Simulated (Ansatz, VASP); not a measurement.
# Al: VASP beside Ansatz

The input INCAR:

```
SYSTEM = Al
PREC = Accurate
ENCUT = 520
EDIFF = 1E-7
ISMEAR = 0
SIGMA = 0.15
LREAL = .False.
LASPH = .True.
NELM = 100
ALGO = Normal
ISIF = 2
LWAVE = .False.
LCHARG = .True.
GGA = PE
LELF = .True.
LVHAR = .True.
NBANDS = 8
```

Contents of KPOINTS:

```
regular mesh
0
Gamma
  22 22 22
  0 0 0
```

POSCAR

```
Al
1.0
   -1.7442948453      1.7442948453      1.5021867208
    1.7442948453     -1.7442948453      1.5021867208
    1.7442948453      1.7442948453     -1.5021867208
Al
1
Direct
    0.0000000000      0.0000000000      0.0000000000
```

Input for Ansatz:

```yaml
crystal:
  lattice:
    - [-1.7442948453, 1.7442948453, 1.5021867208]
    - [1.7442948453, -1.7442948453, 1.5021867208]
    - [1.7442948453, 1.7442948453, -1.5021867208]
  atoms:
    - { symbol: Al, position: [0.0, 0.0, 0.0] }
basis:
  ecutwfc: 420
kpoints:
  mp_grid: { grid: [22, 22, 22] }
hamiltonian:
  xc: pbe
scf:
  occupations: { method: gaussian, width: 0.15 }
output:
  forces: true
  stress: true
  eigenvalues: true
  write_density: true
  write_potential: true
  elf: true
  volumetric_format: npy
```

Alike in both runs: task single point; functional PBE; k mesh 22 × 22 × 22; occupations gaussian, width 0.15 eV; no spin polarisation.

|  | VASP | Ansatz |
| --- | --- | --- |
| version | VASP 6.6.1 | Ansatz 0.2.0 |
| potentials or method | VASP PAW PBE potentials, release 64 (Al), cutoff 520 eV | scalar-relativistic, plane waves, PAW |
| valence electrons in the cell | 3 | 3 |

```tsv
	VASP	Ansatz	Ansatz less VASP
gap on the k mesh at the Fermi level (eV)	none	none	-
pressure (GPa)	-4.6	-4.6	+0.02
traceless stress, the component that is largest in VASP (GPa)	-1.17	-1.16	+0.009
```

A gap of «none» marks a metal or a gap that the smearing closes.
